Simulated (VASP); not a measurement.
The system is BN.

```
CELL_PARAMETERS angstrom
2.57948 0.00000 0.00000
-1.28974 2.23389 0.00000
0.00000 0.00000 4.22685
ATOMIC_POSITIONS crystal
B 0.66667 0.33333 0.99972
B 0.33333 0.66667 0.49972
N 0.66667 0.33333 0.62528
N 0.33333 0.66667 0.12528
```

This cell differs from its parent crystal: strain +0.0100 x Voigt [1, 1, 0, 0, 0, 0].

Base run:

| Item | Value |
| --- | --- |
| Program | VASP 6.6.1 |
| Functional | r2SCAN |
| Potentials or basis | VASP PAW PBE potentials, release 64 (B, N) |
| Cutoff | 520 eV |
| k mesh | 12 × 12 × 6 |
| Occupations | gaussian, width 0.05 eV |
| Spin | no spin polarisation |

Its results: band gap on the k mesh 5.78 eV, indirect (least direct gap 8.74 eV); pressure -10.9 GPa; largest force 0.024 eV/Å.

The run is repeated on the same cell with these changes: potentials or basis from VASP PAW PBE potentials, release 64 (B, N) to VASP PAW PBE potentials, release 64 (B_h, N_h); cutoff from 520 eV to 910 eV; further incar settings from ALGO = Normal; EDIFF = 1e-07; NBANDS = 16 to ALGO = Normal; EDIFF = 1e-06; NBANDS = 16. What comes out?

Band gap on the k mesh 5.80 eV, indirect (least direct gap 8.76 eV); pressure -12.4 GPa; largest force 0.027 eV/Å.

Caveats: the PAW data sets were made with another functional, which shifts forces and pressure a little; the cutoff is under 1.25 times the usual one of these potentials, so pressure, stress and relaxed cells hold a basis-set (Pulay) error (some runs).

A k mesh can miss the band edges.
